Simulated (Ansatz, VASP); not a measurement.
Al in VASP and in Ansatz

Contents of INCAR:

```
SYSTEM = Al
PREC = Accurate
ENCUT = 600
EDIFF = 1E-7
ISMEAR = 0
SIGMA = 0.1
LREAL = .False.
LASPH = .True.
NELM = 60
ALGO = Normal
ISIF = 3
LWAVE = .False.
LCHARG = .False.
GGA = PE
IBRION = 2
NSW = 100
EDIFFG = -0.01
```

File KPOINTS:

```
regular mesh
0
Gamma
  24 24 24
  0 0 0
```

File POSCAR:

```
Al
1.0
   -1.6147720924      1.6147720924      1.6147720924
    1.6147720924     -1.6147720924      1.6147720924
    1.6147720924      1.6147720924     -1.6147720924
Al
1
Direct
    0.0000000000      0.0000000000      0.0000000000
```

Input for Ansatz:

```yaml
crystal:
  lattice:
    - [-1.6147720924, 1.6147720924, 1.6147720924]
    - [1.6147720924, -1.6147720924, 1.6147720924]
    - [1.6147720924, 1.6147720924, -1.6147720924]
  atoms:
    - { symbol: Al, position: [0.0, 0.0, 0.0] }
basis:
  ecutwfc: 420
kpoints:
  mp_grid: { grid: [24, 24, 24] }
hamiltonian:
  xc: pbe
scf:
  occupations: { method: gaussian, width: 0.1 }
output:
  forces: true
  stress: true
  eigenvalues: true
relax:
  adjacent_minimum: "off"
  f_tol: 0.01
  max_steps: 80
  cell: { stress_tol: 0.05 }
```

Alike in both runs: task relaxation of cell and atoms; functional PBE; k mesh 24 × 24 × 24; occupations gaussian, width 0.1 eV; no spin polarisation.

|  | VASP | Ansatz |
| --- | --- | --- |
| version | VASP 6.6.1 | Ansatz 0.2.0 |
| potentials or method | VASP PAW PBE potentials, release 64 (Al), cutoff 600 eV | scalar-relativistic, plane waves, PAW |
| valence electrons in the cell | 3 | 3 |

|  | VASP | Ansatz | Ansatz less VASP |
| --- | --- | --- | --- |
| gap on the k mesh at the Fermi level, each at its own relaxed structure (eV) | none | none | - |
| relaxed volume (Å³/atom) | 16.92 | 16.93 | +0.004 |
| relaxed cell length with the largest relative difference (Å) | 2.801 | 2.802 | +0.0002 |

A gap of «none» marks a metal or a gap that the smearing closes.
